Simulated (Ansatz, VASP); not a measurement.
# Co: VASP beside Ansatz

```xyz
2
Lattice="2.4274 0.0000 0.0000 -1.2137 2.1022 0.0000 0.0000 0.0000 3.9230" Properties=species:S:1:pos:R:3 pbc="T T T"
Co    0.0000    1.4014    0.9808
Co    1.2137    0.7007    2.9423
```

Alike in both runs: task single point; functional LDA; k mesh 15 × 15 × 8; occupations methfessel-paxton of order 1, width 0.3 eV; collinear spin.

|  | VASP | Ansatz |
| --- | --- | --- |
| version | VASP 6.6.1 | Ansatz 0.2.0 |
| potentials or method | VASP PAW LDA potentials, release 64 (Co), cutoff 520 eV | plane waves (420 eV) with PAW, scalar-relativistic |
| valence electrons in the cell | 18 | 34 |

|  | VASP | Ansatz | Ansatz less VASP |
| --- | --- | --- | --- |
| pressure (GPa) | -0.9 | 0.5 | +1.43 |
| traceless stress, the component that is largest in VASP (GPa) | -0.56 | -0.47 | +0.092 |
| net moment per atom (μB) | 1.52 | 1.55 | +0.035 |
| size of the moment on the site where the two differ most (μB) | 1.51 | 1.59 | +0.086 |

Ansatz warns that its potentials were made for another functional, while VASP's fit it. LDA's correlation is that of Perdew and Zunger in VASP and of Perdew and Wang (1992) in Ansatz. Site moments also hang on the region over which each program counts them. VASP's potentials hold 18 valence electrons a cell and Ansatz's 34, so a difference there can come from the potentials and not from the codes. Ansatz's warnings: stability check not made.
